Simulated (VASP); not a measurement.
A run of VASP 6.6.1:

Contents of INCAR:

```
SYSTEM = SnO2
ALGO = Normal
EDIFF = 1E-6
EDIFFG = -0.01
ENCUT = 600
GGA = PE
IBRION = 2
ISIF = 4
ISMEAR = 0
LASPH = .True.
LCHARG = .False.
LREAL = .False.
LWAVE = .False.
NELM = 100
NSW = 50
PREC = Accurate
SIGMA = 0.02
```

KPOINTS

```
k-points
0
Gamma
  6 6 8
  0 0 0
```

The input POSCAR:

```
SnO2
1.0
    4.8752189987      0.0000000000      0.0000000000
    0.0000000000      4.8752189987      0.0000000000
    0.0000000000      0.0000000000      3.2701312639
Sn O
2 4
Direct
    0.0000000000      0.0000000000      0.0000000000
    0.5000000000      0.5000000000      0.5000000000
    0.3065442634      0.3065442634      0.0000000000
    0.1934557366      0.8065442634      0.5000000000
    0.6934557366      0.6934557366      0.0000000000
    0.8065442634      0.1934557366      0.5000000000
```

Potentials or basis: VASP PAW PBE potentials, release 64 (Sn_d, O).

Launch:

```console
$ cat potpaw_PBE.64/Sn_d/POTCAR potpaw_PBE.64/O/POTCAR > POTCAR
$ mpirun -np 1 vasp_std > vasp.out
```

Hardware: 1 thread of Intel(R) Xeon(R) 6975P-C (Granite Rapids) (shared host).

How long does it take, and how much memory?

Run time: 120 s on 1 thread of Intel(R) Xeon(R) 6975P-C (Granite Rapids), with other jobs on the host, peak memory 0.27 GiB. Counts: scf iterations 26, k points 50, ion steps 3.
